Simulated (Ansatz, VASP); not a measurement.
# SiC5 in VASP and in Ansatz

```
CELL_PARAMETERS angstrom
2.51847 0.00000 0.00000
-1.25923 2.18106 0.00000
0.00000 0.00000 7.99603
ATOMIC_POSITIONS crystal
Si 0.33333 0.66667 0.00000
C 0.33333 0.66667 0.24960
C 0.33333 0.66667 0.75040
C 0.66667 0.33333 0.31388
C 0.66667 0.33333 0.50000
C 0.66667 0.33333 0.68612
```

Alike in both runs: functional PBE; k mesh 6 × 6 × 2; occupations gaussian, width 0.1 eV; no spin polarisation.

Ansatz relaxed the structure, and its values are those at the end. VASP's run is a single point on that final structure, the one shown.

|  | VASP | Ansatz |
| --- | --- | --- |
| version | VASP 6.6.1 | Ansatz 0.2.0 |
| potentials or method | VASP PAW PBE potentials, release 64 (Si, C), cutoff 520 eV | scalar-relativistic, plane waves, PAW |
| valence electrons in the cell | 24 | 24 |

```csv
,VASP,Ansatz,Ansatz less VASP
gap on the k mesh at the Fermi level (eV),none,none,-
pressure (GPa),0.5,0.1,-0.36
rms of the force components (eV/Å),0.011,0.003,-0.0078
```

A gap of «none» marks a metal or a gap that the smearing closes.

The k mesh is coarse, so the values compare programs but aren't converged.
